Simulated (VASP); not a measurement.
# PtS2 (P-3m1) in VASP: further runs, part 2 of 2

VASP 6.6.1. The steps go on from the part before.

### 5 Single point, PBE (volume 27.829 Å^3 an atom, c/a of the conventional cell 2.1790)

INCAR reads:

```
SYSTEM = PtS2
PREC     = Accurate       ! precision mode
ENCUT    = 520            ! plane-wave cutoff, eV
EDIFF    = 1E-6           ! SCF threshold, eV
ISMEAR   = 0              ! smearing method
SIGMA    = 0.05           ! smearing width, eV
LREAL    = .False.        ! projectors in reciprocal space
LASPH    = .True.         ! aspherical terms in the spheres
NELM     = 80             ! most SCF steps
ALGO     = Normal         ! electronic algorithm
ISIF     = 2              ! what is computed and relaxed
LWAVE    = .False.        ! write WAVECAR
LCHARG   = .True.         ! write CHGCAR
GGA      = PE             ! functional
LELF     = .True.         ! ELF
LVHAR    = .True.       
NBANDS   = 18             ! bands
```

KPOINTS reads:

```
regular mesh
0
Gamma
  12 12 6
  0 0 0
```

POSCAR reads:

```
PtS2
1.0
    3.5367986098      0.0000000000      0.0000000000
   -1.7683993049      3.0629574441      0.0000000000
    0.0000000000      0.0000000000      7.7066841707
Pt S
1 2
Direct
    0.0000000000      0.0000000000      0.0000000000
    0.3333333333      0.6666666667      0.1621486150
    0.6666666667      0.3333333333      0.8378513850
```

Potentials or basis: VASP PAW PBE potentials, release 64 (Pt, S).

Command:

```sh
cat potpaw_PBE.64/Pt/POTCAR potpaw_PBE.64/S/POTCAR > POTCAR
mpirun -np 1 vasp_std > vasp.out
```

OUTCAR:

```text
SYSTEM = PtS2
   PREC = Accurate
   ENCUT = 520
   EDIFF = 1E-6
   ISMEAR = 0
   LREAL = .False.
   LASPH = .True.
   NELM = 80
   ISIF = 2
   GGA = PE

 ion  position               nearest neighbor table
   1  0.000  0.000  0.000-   2 2.39   3 2.39   2 2.39   3 2.39   3 2.39   2 2.39
   2  0.333  0.667  0.162-   1 2.39   1 2.39   1 2.39
   3  0.667  0.333  0.838-   1 2.39   1 2.39   1 2.39

  LATTYP: Found a hexagonal cell.
 ALAT       =     3.5367986098
 C/A-ratio  =     2.1790000000

  Lattice vectors:

 A1 = (   3.5367986098,   0.0000000000,   0.0000000000)
 A2 = (  -1.7683993049,   3.0629574441,   0.0000000000)
 A3 = (   0.0000000000,   0.0000000000,   7.7066841707)

Analysis of symmetry for initial positions (statically):
=====================================================================
 Subroutine PRICEL returns:
 Original cell was already a primitive cell.

 Routine SETGRP: Setting up the symmetry group for a
 hexagonal supercell.

 Subroutine GETGRP returns: Found 12 space group operations
[... 161 lines left out ...]
  ---------------------------------------------------
  ext. energy  EPLUGINS =         0.00000000
  ---------------------------------------------------
  free energy    TOTEN  =       -15.45458033 eV

  energy without entropy =      -15.45458033  energy(sigma->0) =      -15.45458033

 E-fermi :   1.9884     XC(G=0):  -7.9220

 val. band max:        1.7063246061   @ k =   0.0833   0.0833   0.5000
 cond. band min:       3.4306635351   @ k =   0.0000   0.2500   0.3333
 fundamental gap:      1.7243389290
 Fermi energy:         1.9884172463

 k-point     1 :       0.0000    0.0000    0.0000
  band No.  band energies     occupation
      1     -12.3372      2.00000
      2     -10.1643      2.00000
      3      -3.8234      2.00000
      4      -3.8234      2.00000
      5      -3.6109      2.00000
      6      -1.1843      2.00000
[... 481 lines left out ...]
      5      -3.2846      2.00000
      6      -1.7640      2.00000
[... 10 lines left out ...]
     17      10.4232      0.00000
     18      11.6623      0.00000

 [... further k-points ...]
[... 5 lines left out ...]
  --------------------------------------------------------------------------------------
  -------------------------------------------------------------------------------------
  Total        0.6537962      0.6537962     -0.1334490      0.0000000     -0.0000000      0.0000000
  in kB       12.5468332     12.5468332     -2.5609850      0.0000000     -0.0000000      0.0000000
  external PRESSURE =       7.5108938 kB  Pullay stress =       0.0000000 kB

 VOLUME and BASIS-vectors are now :
 -----------------------------------------------------------------------------
  energy-cutoff  :      520.00
  volume of cell :       83.49
      direct lattice vectors                 reciprocal lattice vectors
     3.536798610  0.000000000  0.000000000     0.282741572  0.163240923  0.000000000
    -1.768399305  3.062957444  0.000000000     0.000000000  0.326481846  0.000000000
     0.000000000  0.000000000  7.706684171     0.000000000  0.000000000  0.129757491

 POSITION                                       TOTAL-FORCE (eV/Angst)
 -----------------------------------------------------------------------------------
      0.00000      0.00000      0.00000         0.000000      0.000000      0.000000
     -0.00000      2.04197      1.24963         0.000000      0.000000     -0.031831
      1.76840      1.02099      6.45706        -0.000000     -0.000000      0.031831
 -----------------------------------------------------------------------------------
    total drift:                                0.000000      0.000000     -0.000000

  FREE ENERGIE OF THE ION-ELECTRON SYSTEM (eV)
  ---------------------------------------------------
  free  energy   TOTEN  =       -15.4545803334 eV

  energy  without entropy=      -15.4545803334  energy(sigma->0) =      -15.45458033
```

stdout:

```text
POSCAR found type information on POSCAR PtS
 POSCAR found :  2 types and       3 ions
 scaLAPACK will be used
 LDA part: xc-table for (Slater+PW92), standard interpolation
 POSCAR, INCAR and KPOINTS ok, starting setup
 FFT: planning ... GRIDC
 FFT: planning ... GRID_SOFT
 FFT: planning ... GRID
 WAVECAR not read
 entering main loop
```

Wall time 1.7 min (1 thread of Intel Xeon Platinum 8488C (Sapphire Rapids), shared host); peak memory 0.3 GiB.

Results:

- Free energy: -15.4546 eV
- Pressure: 0.8 GPa
- Largest force: 0.032 eV/Å
- Band gap on the k mesh: 1.72 eV, indirect (least direct gap 1.87 eV)

Forces in eV/Å, atoms in the order of the input:
```
Pt   0.000  0.000  0.000
S    0.000  0.000 -0.032
S    0.000  0.000  0.032
```

Caveat: spin-orbit coupling is left out, which moves the levels of the heavy elements; this functional lacks dispersion, which binds the layers, so the pressure and a relaxed spacing across them are unreliable.

### 6 Single point, PBE (volume 27.829 Å^3 an atom, c/a of the conventional cell 1.9895)

INCAR reads:

```
SYSTEM = PtS2
  PREC = Accurate
  ENCUT = 520
  EDIFF = 1E-6
  ISMEAR = 0
  SIGMA = 0.05
  LREAL = .FALSE.
  LASPH = .TRUE.
  NELM = 80
  ALGO = Normal
  ISIF = 2
  LWAVE = .FALSE.
  LCHARG = .TRUE.
  GGA = PE
  LELF = .TRUE.
  LVHAR = .TRUE.
  NBANDS = 18
```

KPOINTS reads:

```
regular mesh
0
G
  12 12 6
  0 0 0
```

POSCAR reads:

```
PtS2
1.0
    3.6457041849      0.0000000000      0.0000000000
   -1.8228520925      3.1572724388      0.0000000000
    0.0000000000      0.0000000000      7.2531284759
Pt S
1 2
Direct
    0.0000000000      0.0000000000      0.0000000000
    0.3333333333      0.6666666667      0.1640624805
    0.6666666667      0.3333333333      0.8359375195
```

Potentials or basis: VASP PAW PBE potentials, release 64 (Pt, S).

Command:

```sh
cat potpaw_PBE.64/Pt/POTCAR potpaw_PBE.64/S/POTCAR > POTCAR
mpirun -np 1 vasp_std > vasp.out
```

It took 97 s on 1 thread of Intel Xeon Platinum 8488C (Sapphire Rapids), shared host; peak memory 0.29 GiB.

Results (log left out):

```yaml
Free_energy: -15.4314 eV
Pressure: -2.2 GPa
Largest_force: 0.033 eV/Å
Band_gap_on_the_k_mesh: 1.52 eV, indirect (least direct gap 1.63 eV)
```

Forces on the atoms (eV/Å):
```
Pt   0.000  0.000  0.000
S    0.000  0.000 -0.033
S    0.000  0.000  0.033
```

Stress tensor (GPa, compression positive):
```
-3.16  0.00  0.00
 0.00 -3.16  0.00
 0.00  0.00 -0.26
```

Levels at points of the mesh, in eV from the valence-band top:
| k point | band 8 | band 9 | band 10 | band 11 | band 12 | band 13 | band 14 | band 15 |
| --- | --- | --- | --- | --- | --- | --- | --- | --- |
| (0.00, 0.00, 0.00) | -0.82 | -0.51 | -0.47 | -0.47 | 3.01 | 3.01 | 4.99 | 5.93 |
| (0.50, 0.00, 0.00) | -2.23 | -2.22 | -1.72 | -1.36 | 2.49 | 2.83 | 5.48 | 6.80 |
| (0.00, 0.00, 0.50) | -0.78 | -0.73 | -0.47 | -0.47 | 3.02 | 3.02 | 5.76 | 6.32 |
| (0.50, 0.00, 0.50) | -2.23 | -2.22 | -1.74 | -1.27 | 2.52 | 2.81 | 5.41 | 6.63 |

Caveat: spin-orbit coupling is left out, which moves the levels of the heavy elements; this functional lacks dispersion, which binds the layers, so the pressure and a relaxed spacing across them are unreliable.

### 7 Summary

| cell | gap on the mesh (eV) | pressure (GPa) | largest force (eV/Å) |
| --- | --- | --- | --- |
| a = 3.783, b = 3.783, c = 6.273 Å, angles 90.0, 90.0, 120.0°, 3 atoms | 1.07 | -5.9 | 0.03 |
| a = 3.993, b = 3.993, c = 6.046 Å, angles 90.0, 90.0, 120.0°, 3 atoms | 0.63 | -9.4 | 0.02 |
| a = 3.758, b = 3.758, c = 6.826 Å, angles 90.0, 90.0, 120.0°, 3 atoms | 1.23 | -5.0 | 0.03 |
| a = 3.537, b = 3.537, c = 7.707 Å, angles 90.0, 90.0, 120.0°, 3 atoms | 1.72 | 0.8 | 0.03 |
| a = 3.646, b = 3.646, c = 7.253 Å, angles 90.0, 90.0, 120.0°, 3 atoms | 1.52 | -2.2 | 0.03 |

Alike in all rows: task single point; level PBE; potentials or basis VASP PAW PBE potentials, release 64 (Pt, S); no spin polarisation; k mesh 12 × 12 × 6; cutoff (eV) 520; smearing gaussian 0.05 eV.

Caveats: spin-orbit coupling is left out, which moves the levels of the heavy elements; this functional lacks dispersion, which binds the layers, so the pressure and a relaxed spacing across them are unreliable.

Absolute energies hang on the potentials; compare differences alone.
